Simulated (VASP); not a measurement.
Set up this calculation in VASP 6.6.1, as the native input.

```yaml
Task: single point
Functional: HSE06
Potentials_or_basis: VASP PAW PBE potentials, release 64 (Pb_d)
Cutoff: 520 eV
k_mesh: 4 × 4 × 4
Occupations: fermi-dirac, width 0.05 eV
Spin: no spin polarisation
Dipole_correction: no
Grid_for_exact_exchange_PRECFOCK: Normal
Further_INCAR_settings: ALGO = Normal; EDIFF = 1e-07; NBANDS = 21
Share_of_exact_exchange: 0.25
Screening_parameter: 0.2079 1/Å
```

The system is Pb.

```
Pb
1.0
     0.00000    3.36880    3.36880
     3.36880    0.00000    3.36880
     3.36880    3.36880    0.00000
Pb
2
Direct
  0.25000 0.25000 0.25000
  0.00000 0.00000 0.00000
```

This isn't the form of Pb at room conditions, which is fcc.

One way to write it, as run:

POSCAR

```
Pb
1.0
    0.0000000000      3.3687966822      3.3687966822
    3.3687966822      0.0000000000      3.3687966822
    3.3687966822      3.3687966822      0.0000000000
Pb
2
Direct
    0.2500000000      0.2500000000      0.2500000000
    0.0000000000      0.0000000000      0.0000000000
```

INCAR.step1

```
SYSTEM = Pb
PREC = Accurate
ENCUT = 520
EDIFF = 1E-5
ISMEAR = -1
SIGMA = 0.05
LREAL = .False.
LASPH = .True.
NELM = 100
ALGO = Normal
ISIF = 2
LWAVE = .True.
GGA = PE
NBANDS = 21
```

INCAR.step2

```
SYSTEM = Pb
PREC = Accurate
ENCUT = 520
EDIFF = 1E-7
ISMEAR = -1
SIGMA = 0.05
LREAL = .False.
LASPH = .True.
NELM = 100
ALGO = Normal
ISIF = 2
LWAVE = .False.
LCHARG = .True.
GGA = PE
LHFCALC = .True.
HFSCREEN = 0.2079
PRECFOCK = Normal
LELF = .True.
LVHAR = .True.
ISTART = 1
NBANDS = 21
```

KPOINTS

```
Automatic mesh
0
Gamma
  4 4 4
  0 0 0
```

Potentials or basis: VASP PAW PBE potentials, release 64 (Pb_d).

Command:

```sh
$ cat potpaw_PBE.64/Pb_d/POTCAR > POTCAR
$ cp INCAR.step1 INCAR
$ mpirun -np 1 vasp_std > vasp.out
$ cp INCAR.step2 INCAR
$ mpirun -np 1 vasp_std > vasp.out
```

It gave:

| Property | Result |
| --- | --- |
| Pressure | 3.9 GPa |
| Band gap on the k mesh | zero (bands 14 and 15 overlap by 1.21 eV) |

Caveat: the k points lie up to 0.40 Å⁻¹ apart, too coarse for converged energies and pressures of a metal; the PAW data sets were made with another functional, which shifts forces and pressure a little; spin-orbit coupling is left out, which moves the levels of the heavy elements.

It took 27 min on 1 thread of Intel(R) Xeon(R) Platinum 8488C (Sapphire Rapids), with other jobs on the host, peak memory 0.31 GiB.
